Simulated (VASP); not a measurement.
Set up this calculation in VASP 6.6.1, as the native input.

```yaml
Task: single point
Functional: PBE
Dispersion: D3(BJ)
Potentials_or_basis: VASP PAW PBE potentials, release 64 (C)
Cutoff: 600 eV
k_mesh: 24 × 24 × 2
Occupations: gaussian, width 0.15 eV
Spin: no spin polarisation
Dipole_correction: no
Further_INCAR_settings: ALGO = Normal; EDIFF = 1e-06; NBANDS = 16
```

The structure of C lies in POSCAR:

```
C
1.0
    2.4652678561      0.0000000000      0.0000000000
   -1.2326339280      2.1349845905      0.0000000000
    0.0000000000      0.0000000000     23.9222939139
C
4
Direct
    0.0723884064      0.0529919914      0.5711557753
    0.0000000000      0.0000000000      0.4288442247
    0.3333333333      0.6666666667      0.4288237756
    0.6666666667      0.3333333333      0.5711762244
```

This cell differs from its parent crystal: atom 1 (C) moved +0.160 Å along Cartesian [1 1 0].

These files were run (other wordings do the same):

INCAR

```
SYSTEM = C
ALGO = Normal ; EDIFF = 1E-6
ENCUT = 600 ; GGA = PE
GGA_COMPAT = .False. ; ISIF = 2
ISMEAR = 0 ; IVDW = 12
LASPH = .True. ; LCHARG = .True.
LELF = .True. ; LREAL = .False.
LVHAR = .True. ; LWAVE = .False.
NBANDS = 16 ; NELM = 120
PREC = Accurate ; SIGMA = 0.15
```

KPOINTS

```
k-points
0
Gamma
  24 24 2
  0 0 0
```

Potentials or basis: VASP PAW PBE potentials, release 64 (C).

Launch:

```bash
$ cat potpaw_PBE.64/C/POTCAR > POTCAR
$ mpirun -np 1 vasp_std > vasp.out
```

It gave:

```json
{"Largest force": "9.953 eV/Å", "Band gap on the k mesh": "zero (filled and empty bands touch)", "Dispersion energy per atom": "-0.119 eV"}
```

Caveat: the cell differs from its parent crystal (atom 1 (C) moved +0.160 Å along Cartesian [1 1 0]); there is no dipole correction, which matters where the two faces differ.

Run time: 35 min on 1 thread of Intel(R) Xeon(R) 6975P-C (Granite Rapids) (shared host), peak memory 1.1 GiB.
